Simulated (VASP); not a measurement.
A run of VASP 6.6.1 is set up as follows.

INCAR

```
  PREC = Accurate
  ENCUT = 500
  EDIFF = 1E-7
  ISMEAR = 0
  SIGMA = 0.1
  LREAL = False
  LASPH = True
  NELM = 120
  ALGO = Normal
  ISIF = 4
  LWAVE = False
  LCHARG = False
  GGA = PE
  IBRION = 2
  NSW = 50
  EDIFFG = -0.01
  GGA_COMPAT = False
  NELMIN = 4
```

File KPOINTS:

```
Automatic mesh
0
Gamma
  21 21 12
```

File POSCAR:

```
Zr
1.0
    3.2638313111      0.0000000000      0.0000000000
   -1.6319156555      2.8265608291      0.0000000000
    0.0000000000      0.0000000000      5.2227474468
Zr
2
Direct
    0.3333333333      0.6666666667      0.2500000000
    0.6666666667      0.3333333333      0.7500000000
```

Potentials or basis: VASP PAW PBE potentials, release 64 (Zr_sv).

The run is started by

```sh
$ cat potpaw_PBE.64/Zr_sv/POTCAR > POTCAR
$ mpirun -np 1 vasp_std > vasp.out
```

**Question.** What does it give for the band gap on the k mesh?

**Answer.** Zero (band 12 reaches 9.52 eV, above the bottom of band 13 at 8.32 eV).

Final structure:
```cif
data_structure
_symmetry_space_group_name_H-M 'P 1'
_symmetry_Int_Tables_number 1
_cell_length_a 3.2652
_cell_length_b 3.2652
_cell_length_c 5.2185
_cell_angle_alpha 90.000
_cell_angle_beta 90.000
_cell_angle_gamma 120.000
_cell_volume 48.18
loop_
_atom_site_label
_atom_site_type_symbol
_atom_site_fract_x
_atom_site_fract_y
_atom_site_fract_z
_atom_site_occupancy
Zr1 Zr 0.33333 0.66667 0.25000 1
Zr2 Zr 0.66667 0.33333 0.75000 1
```
